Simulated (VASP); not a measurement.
A run of VASP 6.6.1 is set up as follows.

The input INCAR:

```
SYSTEM = MgO
PREC     = Accurate       ! precision mode
ENCUT    = 600            ! plane-wave cutoff, eV
EDIFF    = 1E-6           ! SCF threshold, eV
ISMEAR   = 0              ! smearing method
SIGMA    = 0.01           ! smearing width, eV
LREAL    = .FALSE.        ! projectors in reciprocal space
LASPH    = .TRUE.         ! aspherical terms in the spheres
NELM     = 120            ! most SCF steps
ALGO     = Normal         ! electronic algorithm
ISIF     = 2              ! what is computed and relaxed
LWAVE    = .FALSE.        ! write WAVECAR
LCHARG   = .FALSE.        ! write CHGCAR
GGA      = PE             ! functional
NBANDS   = 11             ! bands
GGA_COMPAT= .FALSE.
```

Contents of KPOINTS:

```
Automatic mesh
0
G
  10 10 10
  0 0 0
```

Contents of POSCAR:

```
MgO
1.0
    0.0000000000      2.0004990925      2.0004990925
    2.0004990925      0.0000000000      2.0004990925
    2.0004990925      2.0004990925      0.0000000000
Mg O
1 1
Direct
    0.0000000000      0.0000000000      0.0000000000
    0.5000000000      0.5000000000      0.5000000000
```

Potentials or basis: VASP PAW PBE potentials, release 64 (Mg, O).

Launch:

```bash
$ cat potpaw_PBE.64/Mg/POTCAR potpaw_PBE.64/O/POTCAR > POTCAR
$ mpirun -np 1 vasp_std > vasp.out
```

**Question.** Predict the band gap on the k mesh.

**Answer.** 6.38 eV.

**Question.** Predict the pressure.

**Answer.** 39.1 GPa.

Caveat: the cell stands under pressure.
